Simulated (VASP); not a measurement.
Set up this calculation in VASP 6.6.1, as the native input.

```
Task                   : single point
Functional             : PBE
Potentials or basis    : VASP PAW PBE potentials, release 64 (Tc_pv)
Cutoff                 : 520 eV
k mesh                 : 9 × 9 × 3
Occupations            : fermi-dirac, width 0.05 eV
Spin                   : no spin polarisation
Dipole correction      : no
Further INCAR settings : ALGO = Normal; EDIFF = 1e-07; NBANDS = 34
```

The structure of Tc lies in POSCAR:

```
Tc
1.0
    2.7393552909      0.0000000000      0.0000000000
   -1.3696776454      2.3723512719      0.0000000000
    0.0000000000      0.0000000000      8.8573812844
Tc
4
Direct
    0.6666666667      0.3333333333      0.7500000000
    0.0000000000      0.0000000000      0.5000000000
    0.3333333333      0.6666666667      0.2500000000
    0.0000000000      0.0000000000      0.0000000000
```

These files were run (other wordings do the same):

INCAR

```
PREC = Accurate
ENCUT = 520
EDIFF = 1E-7
ISMEAR = -1
SIGMA = 0.05
LREAL = False
LASPH = True
NELM = 80
ALGO = Normal
ISIF = 2
LWAVE = False
LCHARG = False
GGA = PE
NBANDS = 34
```

KPOINTS

```
regular mesh
0
Gamma
  9 9 3
```

Potentials or basis: VASP PAW PBE potentials, release 64 (Tc_pv).

Command:

```sh
$ cat potpaw_PBE.64/Tc_pv/POTCAR > POTCAR
$ mpirun -np 1 vasp_std > vasp.out
```

It gave:

| Property | Result |
| --- | --- |
| Pressure | 0.6 GPa |
| Band gap on the k mesh | zero (bands 26 and 27 overlap by 2.77 eV) |

It took 47 s on 1 thread of Intel(R) Xeon(R) Platinum 8488C (Sapphire Rapids), with other jobs on the host, peak memory 0.18 GiB.
